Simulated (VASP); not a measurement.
Write the native input for VASP 6.6.1 that does the following.

- Task: single point
- Functional: r2SCAN
- Potentials or basis: VASP PAW PBE potentials, release 64 (Hf_pv, N)
- Cutoff: 520 eV
- k mesh: 9 × 9 × 9
- Occupations: fermi-dirac, width 0.05 eV
- Spin: no spin polarisation
- Hubbard terms: Hf d U = 8.0 eV
- Dipole correction: no
- Further INCAR settings: ALGO = Normal; EDIFF = 1e-06; NBANDS = 14

The system is HfN.

```xyz
2
Lattice="2.8250 0.0000 0.0000 0.0000 2.8250 0.0000 0.0000 0.0000 2.8250" Properties=species:S:1:pos:R:3 pbc="T T T"
Hf    1.4125    1.4125    1.4125
N     0.0000    0.0000    0.0000
```

One way to write it, as run:

POSCAR

```
HfN
1.0
    2.8250300000      0.0000000000      0.0000000000
    0.0000000000      2.8250300000      0.0000000000
    0.0000000000      0.0000000000      2.8250300000
Hf N
1 1
Direct
    0.5000000000      0.5000000000      0.5000000000
    0.0000000000      0.0000000000      0.0000000000
```

INCAR.step1

```
SYSTEM = HfN
PREC = Accurate
ENCUT = 520
ISMEAR = -1
SIGMA = 0.05
LREAL = .False.
LASPH = .True.
NELM = 150
LMAXMIX = 4
LDAU = .True.
LDAUTYPE = 2
LDAUL = 2 -1
LDAUU = 8 0
LDAUJ = 0 0
NBANDS = 14
GGA = PE
ALGO = Normal
EDIFF = 1E-4
LWAVE = .True.
LCHARG = .False.
```

INCAR.step2

```
SYSTEM = HfN
PREC = Accurate
ENCUT = 520
EDIFF = 1E-6
ISMEAR = -1
SIGMA = 0.05
LREAL = .False.
LASPH = .True.
NELM = 150
ALGO = Normal
ISIF = 2
LWAVE = .False.
LCHARG = .True.
LMAXMIX = 4
LDAU = .True.
LDAUTYPE = 2
LDAUL = 2 -1
LDAUU = 8 0
LDAUJ = 0 0
LDAUPRINT = 1
METAGGA = R2SCAN
LMIXTAU = .True.
LELF = .True.
LVHAR = .True.
NBANDS = 14
ISTART = 1
```

KPOINTS

```
Automatic mesh
0
Gamma
  9 9 9
  0 0 0
```

Potentials or basis: VASP PAW PBE potentials, release 64 (Hf_pv, N).

Run with:

```console
$ cat potpaw_PBE.64/Hf_pv/POTCAR potpaw_PBE.64/N/POTCAR > POTCAR
$ cp INCAR.step1 INCAR
$ mpirun -np 1 vasp_std > vasp.out
$ cp INCAR.step2 INCAR
$ mpirun -np 1 vasp_std > vasp.out
```

Results of the run:

```json
{
  "Pressure": "24.1 GPa"
}
```

Caveat: the PAW data sets were made with another functional, which shifts forces and pressure a little; U without spin polarisation on a metal has little footing.

It took 26 s on 1 thread of Intel(R) Xeon(R) 6975P-C (Granite Rapids), with other jobs on the host, peak memory 0.15 GiB.
